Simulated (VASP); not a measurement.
# Rh (P4/nmm) in VASP: a series of runs

Runs on Rh. Level: PBE. Tasks: single point.

All numbers are computed with VASP 6.6.1; they aren't measurements. Logs are shortened: lines on timing, memory, paths and dates and some standing lists are left out, and cuts for length are marked.

## 1. The cell of the first run

The structure is tetragonal, space group P4/nmm (No. 129). The conventional cell has a = 2.689 Å, b = 2.689 Å, c = 3.803 Å, α = 90.00°, β = 90.00°, γ = 90.00°. Rh (site symmetry 4mm) has 8 Rh at 2.30 to 2.69 Å within 3.0 Å.

## 2. Single point, PBE (atoms displaced along a vibrational mode)

The input, INCAR:

```
SYSTEM = Rh
  PREC = Accurate
  ENCUT = 520
  EDIFF = 1E-6
  ISMEAR = 0
  SIGMA = 0.15
  LREAL = .FALSE.
  LASPH = .TRUE.
  NELM = 60
  ALGO = Fast
  ISIF = 2
  LWAVE = .FALSE.
  LCHARG = .FALSE.
  GGA = PE
  NBANDS = 22
```

The input, KPOINTS:

```
Automatic mesh
0
G
  18 18 12
  0 0 0
```

The input, POSCAR:

```
Rh
1.0
    0.0000000000     -1.9015500000     -1.9015500000
    0.0000000000      1.9015500000     -1.9015500000
    3.8031000000      0.0000000000      0.0000000000
Rh
2
Direct
    0.5000000000      0.5000000000      0.5788830165
    0.0000000000      0.0000000000     -0.0788830165
```

Potentials or basis: VASP PAW PBE potentials, release 64 (Rh_pv).

On the command line:

```console
cat potpaw_PBE.64/Rh_pv/POTCAR > POTCAR
mpirun -np 1 vasp_std > vasp.out
```

OUTCAR:

```text
SYSTEM = Rh
   PREC = Accurate
   ENCUT = 520
   EDIFF = 1E-6
   ISMEAR = 0
   LREAL = .FALSE.
   LASPH = .TRUE.
   NELM = 60
   ISIF = 2
   GGA = PE

 ion  position               nearest neighbor table
   1  0.500  0.500  0.579-   2 2.30   2 2.30   2 2.30   2 2.30   2 3.14   2 3.14   2 3.14   2 3.14

   2  0.000  0.000  0.921-   1 2.30   1 2.30   1 2.30   1 2.30   1 3.14   1 3.14   1 3.14   1 3.14

  LATTYP: Found a simple tetragonal cell.
 ALAT       =     2.6891977995
 C/A-ratio  =     1.4142135624

  Lattice vectors:

 A1 = (   0.0000000000,  -1.9015500000,  -1.9015500000)
 A2 = (   0.0000000000,   1.9015500000,  -1.9015500000)
 A3 = (   3.8031000000,   0.0000000000,   0.0000000000)

Analysis of symmetry for initial positions (statically):
=====================================================================
 Subroutine PRICEL returns:
 Original cell was already a primitive cell.

 Routine SETGRP: Setting up the symmetry group for a
 simple tetragonal supercell.

 Subroutine GETGRP returns: Found 16 space group operations
 (whereof  8 operations were pure point group operations)
 out of a pool of 16 trial point group operations.

The static configuration has the point symmetry C_4v.
 The point group associated with its full space group is D_4h.

Analysis of symmetry for dynamics (positions and initial velocities):
=====================================================================
 Subroutine PRICEL returns:
 Original cell was already a primitive cell.

 Routine SETGRP: Setting up the symmetry group for a
 simple tetragonal supercell.

 Subroutine GETGRP returns: Found 16 space group operations
 (whereof  8 operations were pure point group operations)
 out of a pool of 16 trial point group operations.

The dynamic configuration has the point symmetry C_4v.
 The point group associated with its full space group is D_4h.

 Subroutine INISYM returns: Found 16 space group operations
 (whereof  8 operations are pure point group operations),
 and found     1 'primitive' translations

----------------------------------------------------------------------------------------

                                     Primitive cell

  volume of cell :      27.5032

  direct lattice vectors                    reciprocal lattice vectors
     0.000000000 -1.901550000 -1.901550000     0.000000000 -0.262943388 -0.262943388
     0.000000000  1.901550000 -1.901550000     0.000000000  0.262943388 -0.262943388
     3.803100000  0.000000000  0.000000000     0.262943388  0.000000000  0.000000000

  length of vectors
     2.689197800  2.689197800  3.803100000     0.371858106  0.371858106  0.262943388
[... 81 lines left out ...]
   EDIFF  = 0.1E-05   stopping-criterion for ELM
   LREAL  =      F    real-space projection
   EDIFFG = 0.1E-04   stopping-criterion for IOM
   NSW    =      0    number of steps for IOM
   IBRION =     -1    ionic relax: 0-MD 1-quasi-New 2-CG
   NFREE  =      0    steps in history (QN), initial steepest desc. (CG)
   ISIF   =      2    stress and relaxation
   ISYM   =      2    0-nonsym 1-usesym 2-fastsym
   POTIM  = 0.5000    time-step for ionic-motion
   TEBEG  =    0.0;   TEEND  =   0.0 temperature during run
   PSTRESS=    0.0 pullay stress
   NELECT =      30.0000    total number of electrons
   NUPDOWN=      -1.0000    fix difference up-down
   EMIN   =  10.00;   EMAX   =-10.00  energy-range for DOS
   EFERMI =   0.00;   METHOD = LEGACY
   ISMEAR =     0;   SIGMA  =   0.15  broadening in eV -4-tet -1-fermi 0-gaus
   EFERMI_NEDOS =   21; number of points for ismear=-14 and -15
   IALGO  =     68    algorithm
   IMIX   =      4    mixing-type and parameters
     AMIX     =   0.40;   BMIX     =  1.00
     AMIX_MAG =   1.60;   BMIX_MAG =  1.00
  volume/ion in A,a.u.               =      13.75        92.80
  Fermi-wavevector in a.u.,A,eV,Ry     =   1.685211  3.184586 38.639656  2.839935
  Thomas-Fermi vector in A             =   2.768095
   LORBIT       =      0    0 simple, 1 ext, 2 COOP (PROOUT), +10 PAW based schemes
   GGA     = PE    functional components
   LHFCALC =     F    Hartree Fock is set to
   AEXX    =    0.0000 exact exchange contribution
   IVDW    =     0    specifies the selected vdW correction
   LEPSILON=     F    determine dielectric tensor
   LRPA    =     F    only Hartree local field effects (RPA)
 non-spin polarized calculation
 RMM-DIIS sequential band-by-band and
 Gauss-broadening in eV      SIGMA  =   0.15
  energy-cutoff  :      520.00
  volume of cell :       27.50
 maximum number of plane-waves:       776
   NGX = 11   NGY = 11   NGZ = 15

 number of electron      29.9999992 magnetization

 Free energy of the ion-electron system (eV)
  ---------------------------------------------------
  ext. energy  EPLUGINS =         0.00000000
  ---------------------------------------------------
  free energy    TOTEN  =       -12.25829221 eV

  energy without entropy =      -12.22625031  energy(sigma->0) =      -12.24227126

 E-fermi :  12.3910     XC(G=0): -13.8424

 val. band max:       12.3879227028   @ k =   0.4444   0.2778   0.3333
 cond. band min:      12.3913167533   @ k =   0.2778   0.0000   0.5000
 fundamental gap:      0.0033940505
 Fermi energy:        12.3910440331

 k-point     1 :       0.0000    0.0000    0.0000
  band No.  band energies     occupation
      1     -35.3160      2.00000
      2     -35.3160      2.00000
      3     -35.2646      2.00000
      4     -34.4260      2.00000
      5     -34.4260      2.00000
      6     -34.3956      2.00000
[... 589 lines left out ...]
     21      28.3132      0.00000
     22      30.2284      0.00000

 [... further k-points ...]

------------------------ aborting loop because EDIFF is reached ----------------------------------------

  FORCE on cell =-STRESS in cart. coord.  units (eV):
  Direction    XX          YY          ZZ          XY          YZ          ZX
  --------------------------------------------------------------------------------------
  -------------------------------------------------------------------------------------
  Total        7.7737988     11.9928379     11.9928379      0.0000000      0.0000000      0.0000000
  in kB      452.8565361    698.6333392    698.6333392      0.0000000      0.0000000      0.0000000
  external PRESSURE =     616.7077382 kB  Pullay stress =       0.0000000 kB

 VOLUME and BASIS-vectors are now :
 -----------------------------------------------------------------------------
  energy-cutoff  :      520.00
  volume of cell :       27.50
      direct lattice vectors                 reciprocal lattice vectors
     0.000000000 -1.901550000 -1.901550000     0.000000000 -0.262943388 -0.262943388
     0.000000000  1.901550000 -1.901550000     0.000000000  0.262943388 -0.262943388
     3.803100000  0.000000000  0.000000000     0.262943388  0.000000000  0.000000000

 POSITION                                       TOTAL-FORCE (eV/Angst)
 -----------------------------------------------------------------------------------
      2.20155      0.00000     -1.90155        -8.285597     -0.000000     -0.000000
      3.50310      0.00000      0.00000         8.285597      0.000000      0.000000
 -----------------------------------------------------------------------------------
    total drift:                                0.000000      0.000000      0.000000

  FREE ENERGIE OF THE ION-ELECTRON SYSTEM (eV)
  ---------------------------------------------------
  free  energy   TOTEN  =       -12.2582922100 eV

  energy  without entropy=      -12.2262503081  energy(sigma->0) =      -12.24227126
```

stdout:

```text
POSCAR found type information on POSCAR Rh
 POSCAR found :  1 types and       2 ions
 scaLAPACK will be used
 LDA part: xc-table for (Slater+PW92), standard interpolation
 POSCAR, INCAR and KPOINTS ok, starting setup
 FFT: planning ... GRIDC
 FFT: planning ... GRID_SOFT
 FFT: planning ... GRID
 WAVECAR not read
 entering main loop
WARNING in EDDRMM: call to ZHEGV failed, returncode =   8  4     22
```

Run time: 5.4 min. Hardware: 1 thread of Intel Xeon 8259CL, shared host; peak memory 0.28 GiB.

Results:

```
Free energy            : -12.2583 eV
Pressure               : 61.7 GPa
Largest force          : 8.286 eV/Å
Band gap on the k mesh : zero (bands 15 and 16 overlap by 1.92 eV)
```

Forces on the atoms (eV/Å):
```
Rh  -8.286  0.000  0.000
Rh   8.286  0.000  0.000
```

Levels at points of the mesh, in eV from the Fermi level:
| k point | band 11 | band 12 | band 13 | band 14 | band 15 | band 16 | band 17 | band 18 | band 19 | band 20 |
| --- | --- | --- | --- | --- | --- | --- | --- | --- | --- | --- |
| (0.00, 0.00, 0.00) | -3.86 | -3.30 | -2.82 | -2.13 | 0.05 | 0.05 | 0.68 | 5.84 | 9.37 | 13.32 |
| (0.50, 0.00, 0.00) | -4.22 | -4.22 | -2.11 | -2.11 | 0.37 | 0.37 | 2.44 | 2.44 | 9.45 | 9.45 |
| (0.50, 0.50, 0.00) | -0.54 | -0.54 | -0.42 | -0.42 | 0.12 | 0.12 | 3.09 | 3.09 | 10.72 | 10.72 |
| (0.00, 0.00, 0.50) | -3.40 | -3.33 | -3.32 | -3.22 | -0.95 | -0.95 | 0.52 | 0.59 | 13.63 | 17.57 |
| (0.50, 0.00, 0.50) | -2.78 | -2.78 | -1.55 | -1.55 | 0.97 | 0.97 | 1.40 | 1.40 | 7.16 | 7.16 |
| (0.50, 0.50, 0.50) | -3.04 | -3.04 | -1.06 | -1.06 | 0.12 | 0.12 | 7.16 | 7.16 | 8.78 | 8.78 |

Caveat: the cell differs from its parent crystal (atoms displaced along a vibrational mode); the stress differs along the axes, from 45 to 70 GPa; forces of over 1 eV/Å act on the atoms, so gaps and moduli don't describe the material at rest.

## 3. Single point, PBE (atoms displaced along a vibrational mode)

The input, INCAR:

```
SYSTEM = Rh
PREC     = Accurate       ! precision mode
ENCUT    = 520            ! plane-wave cutoff, eV
EDIFF    = 1E-7           ! SCF threshold, eV
ISMEAR   = 0              ! smearing method
SIGMA    = 0.15           ! smearing width, eV
LREAL    = .False.        ! projectors in reciprocal space
LASPH    = .True.         ! aspherical terms in the spheres
NELM     = 60             ! most SCF steps
ALGO     = Fast           ! electronic algorithm
ISIF     = 2              ! what is computed and relaxed
LWAVE    = .False.        ! write WAVECAR
LCHARG   = .True.         ! write CHGCAR
GGA      = PE             ! functional
LELF     = .True.         ! ELF
LVHAR    = .True.       
NBANDS   = 22             ! bands
```

The input, KPOINTS:

```
regular mesh
0
Gamma
  18 18 12
  0 0 0
```

The input, POSCAR:

```
Rh
1.0
    0.0000000000     -1.9015500000     -1.9015500000
    0.0000000000      1.9015500000     -1.9015500000
    3.8031000000      0.0000000000      0.0000000000
Rh
2
Direct
    0.5000000000      0.5000000000      0.4408377376
    0.0000000000      0.0000000000      0.0591622624
```

Potentials or basis: VASP PAW PBE potentials, release 64 (Rh_pv).

On the command line:

```console
cat potpaw_PBE.64/Rh_pv/POTCAR > POTCAR
mpirun -np 1 vasp_std > vasp.out
```

Wall time 4.2 min (1 thread of Intel Xeon 8259CL, shared host); peak memory 0.28 GiB.

It converged, with:

- Free energy: -13.3111 eV
- Pressure: 36.8 GPa
- Largest force: 5.843 eV/Å
- Band gap on the k mesh: zero (bands 15 and 16 overlap by 1.58 eV)

Forces on the atoms (eV/Å):
```
Rh   5.843  0.000  0.000
Rh  -5.843  0.000  0.000
```

Stress tensor (GPa, compression positive):
```
31.54  0.00  0.00
 0.00 39.49  0.00
 0.00  0.00 39.49
```

Levels at points of the mesh, in eV from the Fermi level:
```
           k point  band 13  band 14  band 15  band 16  band 17  band 18
(0.00, 0.00, 0.00)    -2.32    -1.68     0.48     0.48     0.54     4.76
(0.50, 0.00, 0.00)    -2.64    -2.64    -0.05    -0.05     2.67     2.67
(0.50, 0.50, 0.00)     0.15     0.15     0.46     0.46     3.15     3.15
(0.00, 0.00, 0.50)    -2.98    -2.16    -0.82    -0.82     0.11     0.31
(0.50, 0.00, 0.50)    -0.85    -0.85     0.76     0.76     1.22     1.22
(0.50, 0.50, 0.50)    -1.03    -1.03     0.46     0.46     7.74     7.74
```

Caveat: the cell differs from its parent crystal (atoms displaced along a vibrational mode); the stress differs along the axes, from 32 to 39 GPa; forces of over 1 eV/Å act on the atoms, so gaps and moduli don't describe the material at rest.
